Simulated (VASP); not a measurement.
## Al3Ga5N8: single point with PBEsol

Al3Ga5N8:

```
CELL_PARAMETERS angstrom
8.90474 0.00000 0.00000
0.00000 4.45237 0.00000
0.00000 0.00000 4.45237
ATOMIC_POSITIONS crystal
Al 0.99835 0.03272 0.99818
Al 0.23948 0.47234 0.02485
Al 0.00353 0.51765 0.51345
Ga 0.52276 0.99398 0.01242
Ga 0.75188 0.46332 0.00530
Ga 0.23461 0.98128 0.51911
Ga 0.75024 0.00918 0.50207
Ga 0.50257 0.52161 0.55393
N 0.13851 0.23579 0.22792
N 0.63213 0.27332 0.22673
N 0.36030 0.74373 0.20647
N 0.86644 0.72899 0.23325
N 0.37156 0.25009 0.76510
N 0.87095 0.26879 0.74168
N 0.13248 0.73665 0.73663
N 0.60630 0.72907 0.78289
```

```json
{
 "Program": "VASP 6.6.1",
 "Task": "single point",
 "Functional": "PBEsol",
 "Potentials or basis": "VASP PAW PBE potentials, release 64 (Al, Ga_d, N)",
 "Cutoff": "520 eV",
 "k mesh": "2 × 2 × 2, shifted",
 "Occupations": "fermi-dirac, width 0.05 eV",
 "Spin": "no spin polarisation"
}
```

The pressure is 10.5 GPa and the largest force is 8.655 eV/Å. The band gap on the k mesh is 2.92 eV.

Forces on the atoms (eV/Å):
```
Al   0.045 -2.621 -0.094
Al   4.363  3.231 -3.790
Al  -0.754 -0.794 -2.008
Ga  -5.583  1.634  1.630
Ga   1.107  4.409 -1.905
Ga   5.082  2.220 -2.765
Ga  -0.744 -1.257 -0.731
Ga  -5.306 -3.667 -5.771
N   -5.435 -1.484  3.452
N   -2.603 -3.210  5.336
N    1.621  0.852  3.121
N    2.428  2.301  1.358
N   -0.001 -0.659 -0.442
N    2.484 -1.523 -0.858
N   -3.796 -1.559  3.585
N    7.091  2.127 -0.117
```

Stress tensor (GPa, compression positive):
```
 7.90 10.69 -3.35
10.69 12.81  1.81
-3.35  1.81 10.81
```

Levels at points of the mesh, in eV from the valence-band top:
```csv
k point,band 53,band 54,band 55,band 56,band 57,band 58,band 59,band 60,band 61,band 62
"(0.25, 0.25, 0.25)",-1.98,-1.67,-1.44,-1.06,0.00,3.01,3.35,3.54,3.97,4.12
```

It took 3.1 min on 1 thread of Intel Xeon 8259CL, on a shared host, peak memory 0.3 GiB.

Caveat: the k points lie up to 0.71 Å⁻¹ apart; the PAW data sets were made with another functional, which shifts forces and pressure a little; a shifted mesh leaves out Γ, where band edges can lie. A k mesh can miss the band edges.
